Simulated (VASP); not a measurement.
# InSe (R3m) in VASP: notebook, part 2 of 2

VASP 6.6.1.

### 4 Single point, PBE (zz strain of +2 %)

INCAR reads:

```
SYSTEM = InSe
PREC = Accurate ; ENCUT = 520
EDIFF = 1E-7 ; ISMEAR = -1
SIGMA = 0.01 ; LREAL = .False.
LASPH = .True. ; NELM = 100
ALGO = Normal ; ISIF = 2
LWAVE = .False. ; LCHARG = .False.
GGA = PE ; NBANDS = 27
```

KPOINTS reads:

```
regular mesh
0
Gamma
  7 7 7
  0 0 0
```

POSCAR reads:

```
InSe
1.0
    1.9999996503      1.1547003365      8.4830034000
   -1.9999996503      1.1547003365      8.4830034000
    0.0000000000     -2.3094006730      8.4830034000
In Se
2 2
Direct
    0.0000000000      0.0000000000      0.0000000000
    0.1122000000      0.1122000000      0.1122000000
    0.6155000000      0.6155000000      0.6155000000
    0.8300000000      0.8300000000      0.8300000000
```

Potentials or basis: VASP PAW PBE potentials, release 64 (In_d, Se).

The run is started by

```sh
$ cat potpaw_PBE.64/In_d/POTCAR potpaw_PBE.64/Se/POTCAR > POTCAR
$ mpirun -np 1 vasp_std > vasp.out
```

OUTCAR:

```text
SYSTEM = InSe
   PREC = Accurate
   ENCUT = 520
   EDIFF = 1E-7
   ISMEAR = -1
   LREAL = .False.
   LASPH = .True.
   NELM = 100
   ISIF = 2
   GGA = PE

 ion  position               nearest neighbor table
   1  0.000  0.000  0.000-   3 2.65   3 2.65   3 2.65   2 2.86
   2  0.112  0.112  0.112-   4 2.65   4 2.65   4 2.65   1 2.86
   3  0.615  0.615  0.615-   1 2.65   1 2.65   1 2.65
   4  0.830  0.830  0.830-   2 2.65   2 2.65   2 2.65

  LATTYP: Found a trigonal (rhomboedric) cell.
 ALAT       =     8.7917391995
 COS(alpha) =     0.8965000257

  Lattice vectors:

 A1 = (   1.9999996503,   1.1547003365,   8.4830034000)
 A2 = (  -1.9999996503,   1.1547003365,   8.4830034000)
 A3 = (   0.0000000000,  -2.3094006730,   8.4830034000)

Analysis of symmetry for initial positions (statically):
=====================================================================
 Subroutine PRICEL returns:
 Original cell was already a primitive cell.

 Routine SETGRP: Setting up the symmetry group for a
 trigonal (rhombohedral) supercell.

 Subroutine GETGRP returns: Found  6 space group operations
 (whereof  6 operations were pure point group operations)
 out of a pool of 12 trial point group operations.

The static configuration has the point symmetry C_3v.

Analysis of symmetry for dynamics (positions and initial velocities):
=====================================================================
 Subroutine PRICEL returns:
 Original cell was already a primitive cell.

 Routine SETGRP: Setting up the symmetry group for a
 trigonal (rhombohedral) supercell.

 Subroutine GETGRP returns: Found  6 space group operations
 (whereof  6 operations were pure point group operations)
 out of a pool of 12 trial point group operations.

The dynamic configuration has the point symmetry C_3v.

 Subroutine INISYM returns: Found  6 space group operations
 (whereof  6 operations are pure point group operations),
 and found     1 'primitive' translations

----------------------------------------------------------------------------------------

                                     Primitive cell

  volume of cell :     117.5439

  direct lattice vectors                    reciprocal lattice vectors
     1.999999650  1.154700336  8.483003400     0.250000044  0.144337593  0.039294259
    -1.999999650  1.154700336  8.483003400    -0.250000044  0.144337593  0.039294259
     0.000000000 -2.309400673  8.483003400     0.000000000 -0.288675185  0.039294259

  length of vectors
     8.791739200  8.791739200  8.791739200     0.291337264  0.291337264  0.291337264

  position of ions in fractional coordinates (direct lattice)
     0.000000000  0.000000000  0.000000000
     0.112200000  0.112200000  0.112200000
     0.615500000  0.615500000  0.615500000
     0.830000000  0.830000000  0.830000000

  ion indices of the primitive-cell ions
   primitive index   ion index
                 1           1
                 2           2
                 3           3
                 4           4

----------------------------------------------------------------------------------------

 KPOINTS: regular mesh

Automatic generation of k-mesh.
 Grid dimensions read from file:
 generate k-points for:    7    7    7

 Generating k-lattice:

  Cartesian coordinates                     Fractional coordinates (reciprocal lattice)
     0.035714292  0.020619656  0.005613466     0.142857143 -0.000000000  0.000000000
    -0.035714292  0.020619656  0.005613466    -0.000000000  0.142857143  0.000000000
     0.000000000 -0.041239312  0.005613466     0.000000000  0.000000000  0.142857143

  Length of vectors
     0.041619609  0.041619609  0.041619609

  Shift w.r.t. Gamma in fractional coordinates (k-lattice)
     0.000000000  0.000000000  0.000000000

 Subroutine IBZKPT returns following result:
 ===========================================

 Found     44 irreducible k-points:

 Following reciprocal coordinates:
            Coordinates               Weight
  0.000000  0.000000  0.000000      1.000000
  0.142857 -0.000000  0.000000      6.000000
  0.285714 -0.000000  0.000000      6.000000
  0.428571 -0.000000 -0.000000      6.000000
  0.142857  0.142857  0.000000      6.000000
  0.285714  0.142857  0.000000     12.000000
[... 16 lines left out ...]
  0.285714  0.285714  0.142857      6.000000
  0.428571  0.285714  0.142857     12.000000
 [... further k-points ...]
   k-points           NKPTS =     44   k-points in BZ     NKDIM =     44   number of bands    NBANDS=     27
   number of dos      NEDOS =    301   number of ions     NIONS =      4
   total plane-waves  NPLWV = 343000
   dimension x,y,z NGX =    70 NGY =   70 NGZ =   70
   dimension x,y,z NGXF=   140 NGYF=  140 NGZF=  140
   ions per type =               2   2
   NGX,Y,Z   is equivalent  to a cutoff of  13.24, 13.24, 13.24 a.u.
   NGXF,Y,Z  is equivalent  to a cutoff of  26.47, 26.47, 26.47 a.u.
 SYSTEM =  InSe
   PREC   = accura    normal or accurate (medium, high low for compatibility)
   ISTART =      0    job   : 0-new  1-cont  2-samecut
   ICHARG =      2    charge: 1-file 2-atom 10-const
   ISPIN  =      1    spin polarized calculation?
   LNONCOLLINEAR =      F non collinear calculations
   LSORBIT =      F    spin-orbit coupling
   LASPH  =      T    aspherical Exc in radial PAW
   ENCUT  =  520.0 eV  38.22 Ry    6.18 a.u.  16.35 16.35 16.35*2*pi/ulx,y,z
   NELM   =    100;   NELMIN=  2; NELMDL= -5     # of ELM steps
   EDIFF  = 0.1E-06   stopping-criterion for ELM
   LREAL  =      F    real-space projection
   EDIFFG = 0.1E-05   stopping-criterion for IOM
   NSW    =      0    number of steps for IOM
   IBRION =     -1    ionic relax: 0-MD 1-quasi-New 2-CG
   NFREE  =      0    steps in history (QN), initial steepest desc. (CG)
   ISIF   =      2    stress and relaxation
   ISYM   =      2    0-nonsym 1-usesym 2-fastsym
   POTIM  = 0.5000    time-step for ionic-motion
   TEBEG  =    0.0;   TEEND  =   0.0 temperature during run
   PSTRESS=    0.0 pullay stress
   NELECT =      38.0000    total number of electrons
   NUPDOWN=      -1.0000    fix difference up-down
   EMIN   =  10.00;   EMAX   =-10.00  energy-range for DOS
   EFERMI =   0.00;   METHOD = LEGACY
   ISMEAR =    -1;   SIGMA  =   0.01  broadening in eV -4-tet -1-fermi 0-gaus
   EFERMI_NEDOS =   21; number of points for ismear=-14 and -15
   IALGO  =     38    algorithm
   IMIX   =      4    mixing-type and parameters
     AMIX     =   0.40;   BMIX     =  1.00
     AMIX_MAG =   1.60;   BMIX_MAG =  1.00
  volume/ion in A,a.u.               =      29.39       198.31
  Fermi-wavevector in a.u.,A,eV,Ry     =   1.123577  2.123252 17.176325  1.262424
  Thomas-Fermi vector in A             =   2.260243
   LORBIT       =      0    0 simple, 1 ext, 2 COOP (PROOUT), +10 PAW based schemes
   GGA     = PE    functional components
   LHFCALC =     F    Hartree Fock is set to
   AEXX    =    0.0000 exact exchange contribution
   IVDW    =     0    specifies the selected vdW correction
   LEPSILON=     F    determine dielectric tensor
   LRPA    =     F    only Hartree local field effects (RPA)
 non-spin polarized calculation
  energy-cutoff  :      520.00
  volume of cell :      117.54
 maximum number of plane-waves:      3187
 NGX is ok and might be reduce to    70
   NGX = 33   NGY = 33   NGZ = 33

 number of electron      37.9999995 magnetization

 Free energy of the ion-electron system (eV)
  ---------------------------------------------------
  ext. energy  EPLUGINS =         0.00000000
  ---------------------------------------------------
  free energy    TOTEN  =       -14.14474124 eV

  energy without entropy =      -14.14474124  energy(sigma->0) =      -14.14474124

 E-fermi :   4.0719     XC(G=0):  -8.8988

 val. band max:        3.8598852025   @ k =  -0.4286   0.4286   0.4286
 cond. band min:       4.6150477556   @ k =   0.4286   0.4286   0.4286
 fundamental gap:      0.7551625532
 Fermi energy:         4.0719090799

 k-point     1 :       0.0000    0.0000    0.0000
  band No.  band energies     occupation
      1     -10.6793      2.00000
      2     -10.5309      2.00000
      3     -10.5309      2.00000
      4     -10.4678      2.00000
      5     -10.4678      2.00000
      6     -10.4426      2.00000
[... 19 lines left out ...]
     26       9.5635      0.00000
     27      11.6888      0.00000
[... 667 lines left out ...]
      5     -10.4528      2.00000
      6     -10.4339      2.00000
[... 19 lines left out ...]
     26      10.6898      0.00000
     27      11.0459      0.00000

 [... further k-points ...]

------------------------ aborting loop because EDIFF is reached ----------------------------------------

  FORCE on cell =-STRESS in cart. coord.  units (eV):
  Direction    XX          YY          ZZ          XY          YZ          ZX
  --------------------------------------------------------------------------------------
  -------------------------------------------------------------------------------------
  Total        1.8512761      1.8512761      0.4746571      0.0000000      0.0000000      0.0000000
  in kB       25.2337430     25.2337430      6.4697942      0.0000000      0.0000000      0.0000000
  external PRESSURE =      18.9790934 kB  Pullay stress =       0.0000000 kB

 VOLUME and BASIS-vectors are now :
 -----------------------------------------------------------------------------
  energy-cutoff  :      520.00
  volume of cell :      117.54
      direct lattice vectors                 reciprocal lattice vectors
     1.999999650  1.154700336  8.483003400     0.250000044  0.144337593  0.039294259
    -1.999999650  1.154700336  8.483003400    -0.250000044  0.144337593  0.039294259
     0.000000000 -2.309400673  8.483003400     0.000000000 -0.288675185  0.039294259

 POSITION                                       TOTAL-FORCE (eV/Angst)
 -----------------------------------------------------------------------------------
      0.00000      0.00000      0.00000         0.000000      0.000000      0.311104
      0.00000      0.00000      2.85538         0.000000     -0.000000     -0.307553
      0.00000      0.00000     15.66387         0.000000     -0.000000     -0.028341
      0.00000      0.00000     21.12268         0.000000      0.000000      0.024790
 -----------------------------------------------------------------------------------
    total drift:                               -0.000000     -0.000000      0.000460

  FREE ENERGIE OF THE ION-ELECTRON SYSTEM (eV)
  ---------------------------------------------------
  free  energy   TOTEN  =       -14.1447412450 eV

  energy  without entropy=      -14.1447412450  energy(sigma->0) =      -14.14474124
```

Run time: 7.4 min. Hardware: 1 thread of Intel Xeon Platinum 8488C (Sapphire Rapids), shared host; peak memory 0.68 GiB.

Results:

```
Free energy            : -14.1447 eV
Pressure               : 1.9 GPa
Largest force          : 0.311 eV/Å
Band gap on the k mesh : 0.76 eV (least direct gap 0.78 eV)
```

Forces in eV/Å, atoms in the order of the input:
```
In   0.000  0.000  0.311
In   0.000  0.000 -0.308
Se   0.000  0.000 -0.028
Se   0.000  0.000  0.025
```

Caveat: the cell differs from its parent crystal (zz strain of +2 %); spin-orbit coupling is left out, which moves the levels of the heavy elements; an odd mesh through Γ misses points on the zone boundary, where band edges can lie.

### 5 The runs side by side

| cell | gap on the mesh (eV) | pressure (GPa) | largest force (eV/Å) |
| --- | --- | --- | --- |
| a = 8.391 Å, angles 27.6°, 4 atoms | 0.70 | 4.8 | 0.41 |
| a = 8.551 Å, angles 27.1°, 4 atoms | 0.72 | 3.5 | 0.26 |
| a = 8.792 Å, angles 26.3°, 4 atoms | 0.76 | 1.9 | 0.31 |

Alike in all rows: task single point; level PBE; potentials or basis VASP PAW PBE potentials, release 64 (In_d, Se); no spin polarisation; k mesh 7 × 7 × 7; cutoff (eV) 520; smearing fermi-dirac 0.01 eV.

Caveats: spin-orbit coupling is left out, which moves the levels of the heavy elements; an odd mesh through Γ misses points on the zone boundary, where band edges can lie; the cell stands under pressure (at least some runs).

Total energies depend on the potentials used, so only differences within one code and one set of settings carry meaning.
